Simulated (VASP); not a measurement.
The system is Si.

```
Si
1.0
     7.06297    0.00000    0.00000
    -3.53148    6.11671    0.00000
     0.00000    0.00000    4.79949
Si
12
Direct
  0.28984 0.00000 0.00000
  0.00000 0.28984 0.66667
  0.71016 0.71016 0.33333
  0.71016 0.00000 0.50000
  0.00000 0.71016 0.16667
  0.28984 0.28984 0.83333
  0.40823 0.81646 0.75000
  0.18354 0.59177 0.41667
  0.40823 0.59177 0.08333
  0.59177 0.18354 0.25000
  0.81646 0.40823 0.91667
  0.59177 0.40823 0.58333
```

The cell was generated, and may not be a known phase.

| Quantity | Value |
| --- | --- |
| Program | VASP 6.6.1 |
| Task | relaxation of cell and atoms |
| Functional | PBE |
| Potentials or basis | VASP PAW PBE potentials, release 64 (Si) |
| Cutoff | 600 eV |
| k mesh | 3 × 3 × 4 |
| Occupations | gaussian, width 0.1 eV |
| Spin | no spin polarisation |

At the start: pressure 25.4 GPa; volume 17.28 Å³/atom.

Question: Where does the relaxation end?

Answer: Over 7 steps the energy falls by 255.0 meV/atom and the volume is 21.12 Å³/atom (+22.2 %); space group P6_522 (No. 179, to 0.1 Å) before and after.

Step by step:
| step | energy change (eV) | largest force (eV/Å) | pressure (GPa) | volume (Å³) |
| --- | --- | --- | --- | --- |
| 1 | 0.0000 | 0.7411 | 25.38 | 207.35 |
| 2 | -1.1271 | 0.7282 | -10.14 | 300.79 |
| 3 | -3.0137 | 0.3013 | -0.20 | 252.66 |
| 4 | -3.0147 | 0.2878 | 0.13 | 251.69 |
| 5 | -3.0458 | 0.1176 | 0.05 | 252.52 |
| 6 | -3.0572 | 0.0908 | -0.02 | 253.41 |
| 7 | -3.0601 | 0.0155 | 0.00 | 253.39 |

Final structure:
```
Si
1.0
     7.49686    0.00000    0.00000
    -3.74843    6.49247    0.00000
     0.00000    0.00000    5.20596
Si
12
Direct
  0.29018 0.00000 0.00000
  0.00000 0.29018 0.66667
  0.70982 0.70982 0.33333
  0.70982 0.00000 0.50000
  0.00000 0.70982 0.16667
  0.29018 0.29018 0.83333
  0.40812 0.81625 0.75000
  0.18375 0.59188 0.41667
  0.40812 0.59188 0.08333
  0.59188 0.18375 0.25000
  0.81625 0.40812 0.91667
  0.59188 0.40812 0.58333
```

Caveat: the volume moved by over 15 % at a fixed basis, so the end points are rough.
